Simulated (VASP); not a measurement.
# Al (P-1) in VASP: single point with PBEsol

Aim: the single point of Al with PBEsol.

All numbers are computed with VASP 6.6.1; they aren't measurements. Logs are shortened: lines on timing, memory, paths and dates and some standing lists are left out, and cuts for length are marked.

**1. The cell of the first run**

The typed cell holds 2 atoms: a = 2.833 Å, b = 2.841 Å, c = 4.685 Å, α = 91.17°, β = 87.59°, γ = 119.92°.

**2. Single point, PBEsol (all atoms moved at random, sigma 0.25 Å a component, then relaxed in part)**

INCAR

```
PREC = Accurate ; ENCUT = 520
EDIFF = 1E-7 ; ISMEAR = 0
SIGMA = 0.15 ; LREAL = F
LASPH = T ; NELM = 80
ALGO = Fast ; ISIF = 2
LWAVE = F ; LCHARG = T
GGA = PS ; LELF = T
LVHAR = T ; NBANDS = 10
```

KPOINTS

```
Automatic mesh
0
Gamma
  12 12 8
```

POSCAR

```
Al
1.0
   -1.6924411305      1.7768405710      1.4166467389
    1.7190931188     -1.7570520886      1.4235102449
    3.2507701006      3.3731285109      0.0464404706
Al
2
Direct
   -0.0853772727      0.0807478465      0.0000942348
    0.5853772727      0.4192521535      0.4999057652
```

Potentials or basis: VASP PAW PBE potentials, release 64 (Al).

On the command line:

```sh
$ cat potpaw_PBE.64/Al/POTCAR > POTCAR
$ mpirun -np 1 vasp_std > vasp.out
```

OUTCAR:

```text
PREC = Accurate
   ENCUT = 520
   EDIFF = 1E-7
   ISMEAR = 0
   LREAL = F
   LASPH = T
   NELM = 80
   ISIF = 2
   GGA = PS

 ion  position               nearest neighbor table
   1  0.915  0.081  0.000-   2 2.81   2 2.81   2 2.85   2 2.85   2 2.91   2 2.91
   2  0.585  0.419  0.500-   1 2.81   1 2.81   1 2.85   1 2.85   1 2.91   1 2.91

  LATTYP: Found a triclinic cell.
 ALAT       =     2.8334444370
 B/A-ratio  =     1.0025183274
 C/A-ratio  =     1.6534055857
 COS(alpha) =     0.0204602356
 COS(beta)  =     0.0420035660
 COS(gamma) =     0.4988248209

  Lattice vectors:

 A1 = (   1.6924411305,  -1.7768405710,  -1.4166467389)
 A2 = (   1.7190931188,  -1.7570520886,   1.4235102449)
 A3 = (  -3.2507701006,  -3.3731285109,  -0.0464404706)

Analysis of symmetry for initial positions (statically):
=====================================================================
 Subroutine PRICEL returns:
 Original cell was already a primitive cell.

 Routine SETGRP: Setting up the symmetry group for a
 triclinic supercell.

 Subroutine GETGRP returns: Found  2 space group operations
 (whereof  1 operations were pure point group operations)
 out of a pool of  2 trial point group operations.

The static configuration has the point symmetry C_1 .
 The point group associated with its full space group is S_2 .

Analysis of symmetry for dynamics (positions and initial velocities):
=====================================================================
 Subroutine PRICEL returns:
 Original cell was already a primitive cell.

 Routine SETGRP: Setting up the symmetry group for a
 triclinic supercell.

 Subroutine GETGRP returns: Found  2 space group operations
 (whereof  1 operations were pure point group operations)
 out of a pool of  2 trial point group operations.

The dynamic configuration has the point symmetry C_1 .
 The point group associated with its full space group is S_2 .

 Subroutine INISYM returns: Found  2 space group operations
 (whereof  1 operations are pure point group operations),
 and found     1 'primitive' translations

----------------------------------------------------------------------------------------

                                     Primitive cell

  volume of cell :      32.6515

  direct lattice vectors                    reciprocal lattice vectors
    -1.692441131  1.776840571  1.416646739    -0.149557855  0.139279223  0.352526250
     1.719093119 -1.757052089  1.423510245     0.143822516 -0.143448151  0.351743045
     3.250770101  3.373128511  0.046440471     0.153698300  0.148371801 -0.002476067

  length of vectors
     2.833444437  2.840579978  4.684832859     0.407481301  0.406184020  0.213643370

  position of ions in fractional coordinates (direct lattice)
     0.914622727  0.080747847  0.000094235
     0.585377273  0.419252153  0.499905765

  ion indices of the primitive-cell ions
   primitive index   ion index
                 1           1
                 2           2

----------------------------------------------------------------------------------------

 KPOINTS: Automatic mesh

Automatic generation of k-mesh.
 Grid dimensions read from file:
 generate k-points for:   12   12    8

 Generating k-lattice:

  Cartesian coordinates                     Fractional coordinates (reciprocal lattice)
    -0.012463155  0.011606602  0.029377187     0.083333333  0.000000000  0.000000000
     0.011985210 -0.011954013  0.029311920     0.000000000  0.083333333  0.000000000
     0.019212287  0.018546475 -0.000309508     0.000000000  0.000000000  0.125000000

  Length of vectors
     0.033956775  0.033848668  0.026705421

  Shift w.r.t. Gamma in fractional coordinates (k-lattice)
     0.000000000  0.000000000  0.000000000

 Subroutine IBZKPT returns following result:
 ===========================================

 Found    580 irreducible k-points:

 Following reciprocal coordinates:
            Coordinates               Weight
  0.000000  0.000000  0.000000      1.000000
  0.083333 -0.000000 -0.000000      2.000000
  0.166667 -0.000000 -0.000000      2.000000
  0.250000 -0.000000 -0.000000      2.000000
  0.333333  0.000000 -0.000000      2.000000
  0.416667  0.000000 -0.000000      2.000000
[... 16 lines left out ...]
  0.250000  0.166667 -0.000000      2.000000
  0.333333  0.166667  0.000000      2.000000
 [... further k-points ...]
   k-points           NKPTS =    580   k-points in BZ     NKDIM =    580   number of bands    NBANDS=     10
   number of dos      NEDOS =    301   number of ions     NIONS =      2
   total plane-waves  NPLWV =  20736
   dimension x,y,z NGX =    24 NGY =   24 NGZ =   36
   dimension x,y,z NGXF=    48 NGYF=   48 NGZF=   72
   ions per type =               2
   NGX,Y,Z   is equivalent  to a cutoff of  14.08, 14.05, 12.77 a.u.
   NGXF,Y,Z  is equivalent  to a cutoff of  28.16, 28.09, 25.55 a.u.
 SYSTEM =  unknown system
   PREC   = accura    normal or accurate (medium, high low for compatibility)
   ISTART =      0    job   : 0-new  1-cont  2-samecut
   ICHARG =      2    charge: 1-file 2-atom 10-const
   ISPIN  =      1    spin polarized calculation?
   LNONCOLLINEAR =      F non collinear calculations
   LSORBIT =      F    spin-orbit coupling
   LASPH  =      T    aspherical Exc in radial PAW
   ENCUT  =  520.0 eV  38.22 Ry    6.18 a.u.   5.27  5.28  8.71*2*pi/ulx,y,z
   NELM   =     80;   NELMIN=  2; NELMDL= -5     # of ELM steps
   EDIFF  = 0.1E-06   stopping-criterion for ELM
   LREAL  =      F    real-space projection
   EDIFFG = 0.1E-05   stopping-criterion for IOM
   NSW    =      0    number of steps for IOM
   IBRION =     -1    ionic relax: 0-MD 1-quasi-New 2-CG
   NFREE  =      0    steps in history (QN), initial steepest desc. (CG)
   ISIF   =      2    stress and relaxation
   ISYM   =      2    0-nonsym 1-usesym 2-fastsym
   POTIM  = 0.5000    time-step for ionic-motion
   TEBEG  =    0.0;   TEEND  =   0.0 temperature during run
   PSTRESS=    0.0 pullay stress
   NELECT =       6.0000    total number of electrons
   NUPDOWN=      -1.0000    fix difference up-down
   EMIN   =  10.00;   EMAX   =-10.00  energy-range for DOS
   EFERMI =   0.00;   METHOD = LEGACY
   ISMEAR =     0;   SIGMA  =   0.15  broadening in eV -4-tet -1-fermi 0-gaus
   EFERMI_NEDOS =   21; number of points for ismear=-14 and -15
   IALGO  =     68    algorithm
   IMIX   =      4    mixing-type and parameters
     AMIX     =   0.40;   BMIX     =  1.00
     AMIX_MAG =   1.60;   BMIX_MAG =  1.00
  volume/ion in A,a.u.               =      16.33       110.17
  Fermi-wavevector in a.u.,A,eV,Ry     =   0.930731  1.758827 11.786198  0.866261
  Thomas-Fermi vector in A             =   2.057151
   LORBIT       =      0    0 simple, 1 ext, 2 COOP (PROOUT), +10 PAW based schemes
   GGA     = PS    functional components
   LHFCALC =     F    Hartree Fock is set to
   AEXX    =    0.0000 exact exchange contribution
   IVDW    =     0    specifies the selected vdW correction
   LEPSILON=     F    determine dielectric tensor
   LRPA    =     F    only Hartree local field effects (RPA)
 non-spin polarized calculation
 RMM-DIIS sequential band-by-band and
 Gauss-broadening in eV      SIGMA  =   0.15
  energy-cutoff  :      520.00
  volume of cell :       32.65
 maximum number of plane-waves:       891
 NGX is ok and might be reduce to    24
   NGX = 11   NGY = 11   NGZ = 17

 number of electron       6.0000000 magnetization

 Free energy of the ion-electron system (eV)
  ---------------------------------------------------
  ext. energy  EPLUGINS =         0.00000000
  ---------------------------------------------------
  free energy    TOTEN  =        -8.12308945 eV

  energy without entropy =       -8.11445131  energy(sigma->0) =       -8.11877038

 E-fermi :   8.0579     XC(G=0): -10.2965

 val. band max:        8.0464930499   @ k =   0.1667   0.4167   0.1250
 cond. band min:       8.0630309471   @ k =  -0.3333   0.0000   0.3750
 fundamental gap:      0.0165378972
 Fermi energy:         8.0579127996

 k-point     1 :       0.0000    0.0000    0.0000
  band No.  band energies     occupation
      1      -3.1451      2.00000
      2       3.3742      2.00000
      3       3.5442      2.00000
      4      18.8312      0.00000
      5      18.9386      0.00000
      6      19.1677      0.00000
      7      19.2735      0.00000
      8      20.0642      0.00000
      9      22.1670      0.00000
     10      22.3150      0.00000

 k-point     2 :       0.0833   -0.0000   -0.0000
  band No.  band energies     occupation
      1      -2.9746      2.00000
      2       3.5055      2.00000
      3       3.7374      2.00000
      4      16.2824      0.00000
      5      17.4098      0.00000
      6      18.7046      0.00000
      7      20.7226      0.00000
      8      20.9204      0.00000
      9      21.7237      0.00000
     10      22.5411      0.00000

 k-point     3 :       0.1667   -0.0000   -0.0000
  band No.  band energies     occupation
      1      -2.4644      2.00000
      2       3.9284      2.00000
      3       4.2836      2.00000
      4      13.1589      0.00000
      5      16.1036      0.00000
      6      17.3409      0.00000
      7      18.5432      0.00000
      8      19.8913      0.00000
      9      21.3923      0.00000
     10      21.8658      0.00000

 k-point     4 :       0.2500   -0.0000   -0.0000
  band No.  band energies     occupation
      1      -1.6183      2.00000
      2       4.6619      2.00000
      3       5.1439      2.00000
      4      10.2308      0.00000
      5      15.0872      0.00000
      6      15.4193      0.00000
      7      16.2881      0.00000
      8      17.5952      0.00000
      9      20.5228      0.00000
     10      21.0150      0.00000
[... 222 lines left out ...]
 k-point    22 :       0.1667    0.1667   -0.0000
  band No.  band energies     occupation
      1      -1.1215      2.00000
      2       5.1894      2.00000
      3       5.5459      2.00000
      4      10.5498      0.00000
      5      10.7508      0.00000
      6      15.8011      0.00000
      7      16.7176      0.00000
      8      17.0038      0.00000
      9      17.9091      0.00000
     10      21.2955      0.00000

 k-point    23 :       0.2500    0.1667   -0.0000
  band No.  band energies     occupation
      1       0.0477      2.00000
      2       6.2023      2.00000
      3       6.5704      2.00000
      4       8.1678      0.30023
      5       9.8460      0.00000
      6      13.5169      0.00000
      7      14.8600      0.00000
      8      15.9929      0.00000
      9      16.5097      0.00000
     10      21.0233      0.00000

 k-point    24 :       0.3333    0.1667    0.0000
  band No.  band energies     occupation
      1       1.5356      2.00000
      2       5.3983      2.00000
      3       7.5882      1.99999
      4       8.2226      0.12052
      5       9.4442      0.00000
      6      11.3438      0.00000
      7      12.6851      0.00000
      8      15.4169      0.00000
      9      16.0555      0.00000
     10      20.6407      0.00000

 [... further k-points ...]
[... 5 lines left out ...]
  --------------------------------------------------------------------------------------
  -------------------------------------------------------------------------------------
  Total        0.0079493      0.0089191      0.0062476      0.0003001     -0.0002645      0.0009694
  in kB        0.3900658      0.4376537      0.3065629      0.0147258     -0.0129794      0.0475668
  external PRESSURE =       0.3780942 kB  Pullay stress =       0.0000000 kB

 VOLUME and BASIS-vectors are now :
 -----------------------------------------------------------------------------
  energy-cutoff  :      520.00
  volume of cell :       32.65
      direct lattice vectors                 reciprocal lattice vectors
    -1.692441131  1.776840571  1.416646739    -0.149557855  0.139279223  0.352526250
     1.719093119 -1.757052089  1.423510245     0.143822516 -0.143448151  0.351743045
     3.250770101  3.373128511  0.046440471     0.153698300  0.148371801 -0.002476067

 POSITION                                       TOTAL-FORCE (eV/Angst)
 -----------------------------------------------------------------------------------
     -1.40883      1.48358      1.41065        -0.006738     -0.002019      0.002880
      1.35510      1.98972      1.44930         0.006738      0.002019     -0.002880
 -----------------------------------------------------------------------------------
    total drift:                                0.000000      0.000000      0.000000

  FREE ENERGIE OF THE ION-ELECTRON SYSTEM (eV)
  ---------------------------------------------------
  free  energy   TOTEN  =        -8.1230894497 eV

  energy  without entropy=       -8.1144513140  energy(sigma->0) =       -8.11877038
```

Wall time 56 s (1 thread of Intel Xeon 6975P-C (Granite Rapids), shared host); peak memory 0.26 GiB.

Results:

- Free energy: -8.1231 eV
- Pressure: 0.0 GPa
- Largest force: 0.008 eV/Å
- Band gap on the k mesh: zero (band 3 reaches 12.03 eV, above the bottom of band 4 at 4.83 eV)

Forces in eV/Å, atoms in the order of the input:
```
Al  -0.007 -0.002  0.003
Al   0.007  0.002 -0.003
```

Levels at points of the mesh, in eV from the Fermi level:
```
           k point  band 1  band 2  band 3  band 4  band 5  band 6
(0.00, 0.00, 0.00)  -11.20   -4.68   -4.51   10.77   10.88   11.11
(0.50, 0.00, 0.00)   -5.28   -5.13    0.34    1.18    1.35    2.05
(0.00, 0.50, 0.00)   -5.32   -5.16    0.59    1.06    1.44    1.69
(0.50, 0.50, 0.00)   -5.28   -5.13    0.35    1.18    1.35    2.04
(0.00, 0.00, 0.50)   -9.53   -9.52    3.27    3.28   11.87   11.88
(0.50, 0.00, 0.50)   -4.09   -3.76   -3.47   -2.91    7.07    7.10
(0.00, 0.50, 0.50)   -3.96   -3.95   -3.23   -3.22    7.02    7.03
(0.50, 0.50, 0.50)   -4.09   -3.76   -3.47   -2.91    7.06    7.10
```

Caveat: the cell differs from its parent crystal (all atoms moved at random, sigma 0.25 Å a component, then relaxed in part); the PAW data sets were made with another functional, which shifts forces and pressure a little.
